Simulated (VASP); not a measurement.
Set up this calculation in VASP 6.6.1, as the native input.

```
Task                   : single point
Functional             : PBEsol
Potentials or basis    : VASP PAW PBE potentials, release 64 (Ge_d, Si)
Cutoff                 : 550 eV
k mesh                 : 1 × 1 × 1, shifted
Occupations            : fermi-dirac, width 0.05 eV
Spin                   : no spin polarisation
Dipole correction      : no
Further INCAR settings : LREAL = Auto; ALGO = Normal; EDIFF = 1e-06; NBANDS = 266; ISYM = -1
```

The structure of Si11Ge5 lies in POSCAR:

```
Si11Ge5
1.0
   11.0031036341      0.0000000000      0.0000000000
    0.0000000000     11.0031036341      0.0000000000
    0.0000000000      0.0000000000     11.0031036341
Ge Si
20 44
Direct
    0.0030280000      0.0039070000      0.0044090000
    0.0025520000      0.9977950000      0.4961280000
    0.4998740000      0.4994450000      0.9997050000
    0.1294690000      0.1273300000      0.6222660000
    0.2530530000      0.7478210000      0.0033460000
    0.7445150000      0.2514250000      0.4987700000
    0.7452310000      0.7497360000      0.9998840000
    0.8742240000      0.3803090000      0.6231660000
    0.8766810000      0.8725640000      0.1278560000
    0.8709880000      0.8716080000      0.6209180000
    0.2577470000      0.0011720000      0.7500710000
    0.7448100000      0.9999160000      0.2498870000
    0.7437660000      0.9998230000      0.7496550000
    0.8764390000      0.1284370000      0.3714300000
    0.8718470000      0.1276520000      0.8776980000
    0.8735020000      0.6202620000      0.8752590000
    0.0010020000      0.2529600000      0.7503780000
    0.0017160000      0.7462440000      0.7470030000
    0.1295600000      0.3786660000      0.8790810000
    0.1267530000      0.8754950000      0.8751210000
    0.0000650000      0.5002000000      0.0048290000
    0.0021020000      0.5024120000      0.4969070000
    0.4993900000      0.0014130000      0.0006240000
    0.4983450000      0.9990590000      0.4989310000
    0.4987040000      0.5008760000      0.4988380000
    0.1299450000      0.1288340000      0.1287150000
    0.1249520000      0.6225650000      0.1286080000
    0.1288430000      0.6232290000      0.6209050000
    0.6222360000      0.1280150000      0.1233640000
    0.6185040000      0.1251830000      0.6240750000
    0.6239460000      0.6250720000      0.1291980000
    0.6234130000      0.6242310000      0.6241690000
    0.2537750000      0.2496280000      0.0028430000
    0.2533660000      0.2535910000      0.4964970000
    0.2516580000      0.7494730000      0.4984370000
    0.7472310000      0.2538940000      0.0024360000
    0.7457850000      0.7455980000      0.4962590000
    0.3741160000      0.3745300000      0.1274890000
    0.3762060000      0.3760620000      0.6241540000
    0.3778820000      0.8777730000      0.1276130000
    0.3774210000      0.8727090000      0.6220040000
    0.8747130000      0.3761170000      0.1261080000
    0.2518710000      0.0005740000      0.2507970000
    0.2506330000      0.4995430000      0.2509690000
    0.2528730000      0.5016340000      0.7472430000
    0.7500610000      0.5002780000      0.2504310000
    0.7452830000      0.4998300000      0.7488190000
    0.3761740000      0.1257200000      0.3747500000
    0.3786930000      0.1285520000      0.8781060000
    0.3748200000      0.6253300000      0.3746320000
    0.3761280000      0.6252290000      0.8713450000
    0.8752340000      0.6245650000      0.3746300000
    0.0031680000      0.2543450000      0.2479100000
    0.0023190000      0.7468690000      0.2527600000
    0.4988730000      0.2502540000      0.2495340000
    0.4989850000      0.2511720000      0.7497840000
    0.4988490000      0.7499470000      0.2510980000
    0.4995790000      0.7492400000      0.7474740000
    0.1263440000      0.3769460000      0.3744900000
    0.1290510000      0.8723230000      0.3721620000
    0.6214880000      0.3780610000      0.3722800000
    0.6253670000      0.3739090000      0.8732230000
    0.6216470000      0.8731940000      0.3766500000
    0.6182340000      0.8747590000      0.8749560000
```

One way to write it, as run:

INCAR

```
ALGO = Normal ; EDIFF = 1E-6
ENCUT = 550 ; GGA = PS
GGA_COMPAT = False ; ISIF = 2
ISMEAR = -1 ; ISYM = -1
LASPH = True ; LCHARG = False
LREAL = Auto ; LWAVE = False
NBANDS = 266 ; NELM = 120
PREC = Accurate ; SIGMA = 0.05
```

KPOINTS

```
explicit points
1
Reciprocal
  0.25000000   0.25000000   0.25000000 1
```

Potentials or basis: VASP PAW PBE potentials, release 64 (Ge_d, Si).

Run with:

```bash
$ cat potpaw_PBE.64/Ge_d/POTCAR potpaw_PBE.64/Si/POTCAR > POTCAR
$ mpirun -np 1 vasp_std > vasp.out
```

Results of the run:

```yaml
Pressure: 0.0 GPa
Largest_force: 0.024 eV/Å
Band_gap_on_the_k_mesh: 1.00 eV
```

Caveat: the PAW data sets were made with another functional, which shifts forces and pressure a little; a shifted mesh leaves out Γ, where band edges can lie.

It took 12 min on 1 thread of Intel(R) Xeon(R) Platinum 8488C (Sapphire Rapids) (shared host), peak memory 1.2 GiB.
